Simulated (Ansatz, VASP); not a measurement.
**CaPtC4N4: VASP beside Ansatz**

```
CELL_PARAMETERS angstrom
3.41258 -3.73600 0.00000
3.41258 3.73600 0.00000
0.00000 0.00000 7.47200
ATOMIC_POSITIONS crystal
Ca 0.00000 0.00000 0.00000
Pt 0.50000 0.50000 0.50000
C 0.19930 0.80070 0.80070
C 0.80070 0.19930 0.19930
C 0.19930 0.80070 0.19930
C 0.80070 0.19930 0.80070
N 0.31002 0.68998 0.68998
N 0.68998 0.31002 0.31002
N 0.31002 0.68998 0.31002
N 0.68998 0.31002 0.68998
```

Alike in both runs: task single point; functional PBE; k mesh 4 × 4 × 4; occupations gaussian, width 0.1 eV; no spin polarisation.

|  | VASP | Ansatz |
| --- | --- | --- |
| version | VASP 6.6.1 | Ansatz 0.2.0 |
| potentials or method | VASP PAW PBE potentials, release 64 (Ca_sv, Pt, C, N), cutoff 520 eV | scalar-relativistic, plane waves, PAW |
| valence electrons in the cell | 56 | 64 |

Ansatz gave:

* gap on the k mesh at the Fermi level (eV): 3.43
* least direct gap on the mesh (eV): 3.55
* pressure (GPa): 9.0
* traceless stress, the component that is largest in VASP (GPa): -7.73
* rms of the force components (eV/Å): 1.657

Question: Which values does VASP return?

Answer: gap on the k mesh at the Fermi level (eV): 3.40; least direct gap on the mesh (eV): 3.52; pressure (GPa): 9.5; traceless stress, the component that is largest in VASP (GPa): -8.26; rms of the force components (eV/Å): 1.587.

Atom by atom the forces differ by 0.180 eV/Å (rms over components). The functional is the same, so the differences come from potentials, cutoffs and numerics. VASP's potentials hold 56 valence electrons a cell and Ansatz's 64, so a difference there can come from the potentials and not from the codes.

Spin-orbit coupling is off throughout. Noted on VASP's run: the standard files for N, O and F lose accuracy on very short bonds.
